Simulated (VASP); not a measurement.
# Al (P6_3/mmc) in VASP: further runs, part 2 of 2

VASP 6.6.1.

## 4. Single point, PBE+D3(BJ)

This run uses another cell than the first one, of 15.17 Å³/atom, 1.011 times its volume.

Input file INCAR:

```
SYSTEM = Al
  ALGO = Fast
  EDIFF = 1E-6
  ENCUT = 520
  GGA = PE
  ISIF = 2
  ISMEAR = 0
  IVDW = 12
  LASPH = .TRUE.
  LCHARG = .FALSE.
  LREAL = .FALSE.
  LWAVE = .FALSE.
  NBANDS = 14
  NELM = 100
  PREC = Accurate
  SIGMA = 0.15
```

Input file KPOINTS:

```
k-points
0
G
  18 18 4
  0 0 0
```

Input file POSCAR:

```
Al
1.0
    2.6962000000      0.0000000000      0.0000000000
   -1.3481000000      2.3349776937      0.0000000000
    0.0000000000      0.0000000000      9.6403000000
Al
4
Direct
    0.0000000000      0.0000000000      0.0000000000
    0.3333333333      0.6666666667      0.2500000000
    0.0000000000      0.0000000000      0.5000000000
    0.6666666667      0.3333333333      0.7500000000
```

On the command line:

```console
$ cat potpaw_PBE.64/Al/POTCAR > POTCAR
$ mpirun -np 1 vasp_std > vasp.out
```

It took 30 s on 1 thread of Intel Xeon 6975P-C (Granite Rapids), shared host; peak memory 0.21 GiB.

It converged, with:

- Free energy: -16.1739 eV
- Pressure: 5.3 GPa
- Band gap on the k mesh: zero (band 6 reaches 11.94 eV, above the bottom of band 7 at 7.60 eV)
- Dispersion energy per atom: -0.367 eV

Stress tensor (GPa, compression positive):
```
 8.70  0.00  0.00
 0.00  8.70  0.00
 0.00  0.00 -1.50
```

Levels at points of the mesh, in eV from the Fermi level:
| k point | band 3 | band 4 | band 5 | band 6 | band 7 | band 8 | band 9 | band 10 |
| --- | --- | --- | --- | --- | --- | --- | --- | --- |
| (0.00, 0.00, 0.00) | -10.12 | -5.59 | -5.36 | 1.96 | 1.97 | 11.02 | 12.36 | 12.72 |
| (0.50, 0.00, 0.00) | -4.00 | -3.95 | -3.17 | -3.11 | 0.75 | 0.82 | 1.17 | 1.21 |
| (0.00, 0.00, 0.50) | -8.17 | -8.17 | -2.08 | -2.08 | 6.60 | 6.60 | 12.92 | 12.92 |
| (0.50, 0.00, 0.50) | -4.66 | -4.66 | -1.95 | -1.95 | -1.25 | -1.25 | 4.04 | 4.04 |

Caveat: pairwise dispersion overbinds metals, which lowers pressure and volume.

## 5. Single point, PBE+D3(BJ)

This run uses another cell than the first one, of 15.16 Å³/atom, 1.010 times its volume.

Input file INCAR:

```
ALGO = Normal ; EDIFF = 1E-6
ENCUT = 520 ; GGA = PE
ISIF = 2 ; ISMEAR = 0
IVDW = 12 ; LASPH = T
LCHARG = T ; LELF = T
LREAL = F ; LVHAR = T
LWAVE = F ; NBANDS = 14
NELM = 100 ; PREC = Accurate
SIGMA = 0.15
```

Input file KPOINTS:

```
k-points
0
Gamma
  18 18 4
```

Input file POSCAR:

```
Al
1.0
    2.8144222649      0.0000000000      0.0000000000
   -1.4072111325      2.4373611784      0.0000000000
    0.0000000000      0.0000000000      8.8418000000
Al
4
Direct
    0.0000000000      0.0000000000      0.0000000000
    0.3333333333      0.6666666667      0.2500000000
    0.0000000000      0.0000000000      0.5000000000
    0.6666666667      0.3333333333      0.7500000000
```

On the command line:

```console
$ cat potpaw_PBE.64/Al/POTCAR > POTCAR
$ mpirun -np 1 vasp_std > vasp.out
```

Run time: 27 s. Hardware: 1 thread of Intel Xeon 6975P-C (Granite Rapids), shared host; peak memory 0.23 GiB.

Results (log left out):

```
Free energy                : -16.2564 eV
Pressure                   : 4.3 GPa
Band gap on the k mesh     : zero (band 6 reaches 13.51 eV, above the bottom of band 7 at 7.17 eV)
Dispersion energy per atom : -0.367 eV
```

Stress tensor (GPa, compression positive):
```
2.93 0.00 0.00
0.00 2.93 0.00
0.00 0.00 7.01
```

Levels at points of the mesh, in eV from the Fermi level:
```tsv
k point	band 2	band 3	band 4	band 5	band 6	band 7	band 8	band 9	band 10	band 11
(0.00, 0.00, 0.00)	-9.85	-9.85	-4.69	-4.00	4.38	4.40	10.71	10.71	10.87	10.87
(0.50, 0.00, 0.00)	-5.61	-4.23	-4.16	-3.51	-3.43	0.86	1.29	1.84	2.11	5.51
(0.00, 0.00, 0.50)	-11.26	-7.54	-7.54	-0.34	-0.34	9.66	9.66	11.06	11.06	11.06
(0.50, 0.00, 0.50)	-5.26	-5.17	-5.17	-1.92	-1.92	-1.20	-1.20	5.04	5.04	5.31
```

Caveat: pairwise dispersion overbinds metals, which lowers pressure and volume.

## 6. Single point, PBE+D3(BJ)

This run uses another cell than the first one, of 15.30 Å³/atom, 1.019 times its volume.

Input file INCAR:

```
PREC = Accurate
ENCUT = 520
EDIFF = 1E-6
ISMEAR = 0
SIGMA = 0.15
LREAL = F
LASPH = T
NELM = 60
ALGO = Normal
ISIF = 2
LWAVE = F
LCHARG = T
GGA = PE
IVDW = 12
LELF = T
LVHAR = T
NBANDS = 14
```

Input file KPOINTS:

```
Automatic mesh
0
Gamma
  18 18 4
```

Input file POSCAR:

```
Al
1.0
    2.8932000000      0.0000000000      0.0000000000
   -1.4466000000      2.5055846982      0.0000000000
    0.0000000000      0.0000000000      8.4426000000
Al
4
Direct
    0.0000000000      0.0000000000      0.0000000000
    0.3333333333      0.6666666667      0.2500000000
    0.0000000000      0.0000000000      0.5000000000
    0.6666666667      0.3333333333      0.7500000000
```

Potentials or basis: VASP PAW PBE potentials, release 64 (Al).

On the command line:

```console
$ cat potpaw_PBE.64/Al/POTCAR > POTCAR
$ mpirun -np 1 vasp_std > vasp.out
```

It took 22 s on 1 thread of Intel Xeon 6975P-C (Granite Rapids), shared host; peak memory 0.22 GiB.

The run converged. Its results:

| Item | Value |
| --- | --- |
| Free energy | -16.1222 eV |
| Pressure | 4.8 GPa |
| Band gap on the k mesh | zero (band 6 reaches 14.70 eV, above the bottom of band 7 at 6.90 eV) |
| Dispersion energy per atom | -0.364 eV |

Stress tensor (GPa, compression positive):
```
 0.47  0.00  0.00
 0.00  0.47  0.00
 0.00  0.00 13.57
```

Levels at points of the mesh, in eV from the Fermi level:
| k point | band 4 | band 5 | band 6 | band 7 | band 8 | band 9 |
| --- | --- | --- | --- | --- | --- | --- |
| (0.00, 0.00, 0.00) | -4.09 | -2.96 | 5.94 | 6.00 | 9.51 | 9.51 |
| (0.50, 0.00, 0.00) | -4.13 | -3.61 | -3.45 | 1.10 | 1.56 | 2.60 |
| (0.00, 0.00, 0.50) | -7.04 | 0.87 | 0.87 | 9.88 | 9.88 | 9.88 |
| (0.50, 0.00, 0.50) | -5.28 | -1.77 | -1.77 | -1.02 | -1.02 | 5.06 |

Caveat: pairwise dispersion overbinds metals, which lowers pressure and volume.

## 7. Overview

| cell | gap on the mesh (eV) | pressure (GPa) |
| --- | --- | --- |
| a = 3.011, b = 3.011, c = 7.644 Å, angles 90.0, 90.0, 120.0°, 4 atoms | none | 12.7 |
| a = 2.736, b = 2.736, c = 9.241 Å, angles 90.0, 90.0, 120.0°, 4 atoms | none | 5.7 |
| a = 2.696, b = 2.696, c = 9.640 Å, angles 90.0, 90.0, 120.0°, 4 atoms | none | 5.3 |
| a = 2.814, b = 2.814, c = 8.842 Å, angles 90.0, 90.0, 120.0°, 4 atoms | none | 4.3 |
| a = 2.893, b = 2.893, c = 8.443 Å, angles 90.0, 90.0, 120.0°, 4 atoms | none | 4.8 |

Alike in all rows: task single point; level PBE+D3(BJ); potentials or basis VASP PAW PBE potentials, release 64 (Al); no spin polarisation; k mesh 18 × 18 × 4; cutoff (eV) 520; smearing gaussian 0.15 eV.

Caveats: pairwise dispersion overbinds metals, which lowers pressure and volume.

Absolute energies hang on the potentials; compare differences alone.
